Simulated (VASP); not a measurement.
A run of VASP 6.6.1 is set up as follows.

Contents of INCAR:

```
SYSTEM = TaSiO4
ALGO = Normal
EDIFF = 1E-6
ENCUT = 520
GGA = PE
ISIF = 2
ISMEAR = 0
LASPH = .True.
LCHARG = .False.
LREAL = .False.
LWAVE = .False.
NBANDS = 28
NELM = 60
PREC = Accurate
SIGMA = 0.1
```

The input KPOINTS:

```
k-points
0
Gamma
  12 12 6
  0 0 0
```

POSCAR

```
TaSiO4
1.0
    3.6660823620      0.0000000000      0.0000000000
   -1.8330411810      3.1749204579      0.0000000000
    0.0000000000      0.0000000000      7.2557392865
Ta Si O
1 1 4
Direct
    0.0000000000      0.0000000000      0.0000000000
    0.0000000000      0.0000000000      0.5000000000
    0.3333333333      0.6666666667      0.0000000000
    0.6666666667      0.3333333333      0.0000000000
    0.0000000000      0.0000000000      0.2831548299
    0.0000000000      0.0000000000      0.7168451701
```

Potentials or basis: VASP PAW PBE potentials, release 64 (Ta_pv, Si, O).

Run with:

```sh
$ cat potpaw_PBE.64/Ta_pv/POTCAR potpaw_PBE.64/Si/POTCAR potpaw_PBE.64/O/POTCAR > POTCAR
$ mpirun -np 1 vasp_std > vasp.out
```

Q: Estimate the largest force.

A: 0.114 eV/Å.

Q: What does it give for the pressure?

A: 0.4 GPa.

Stress tensor (GPa, compression positive):
```
0.30 0.00 0.00
0.00 0.30 0.00
0.00 0.00 0.59
```

Caveat: an odd number of electrons without spin polarisation forces a metal; a magnetic or distorted state may lie lower.
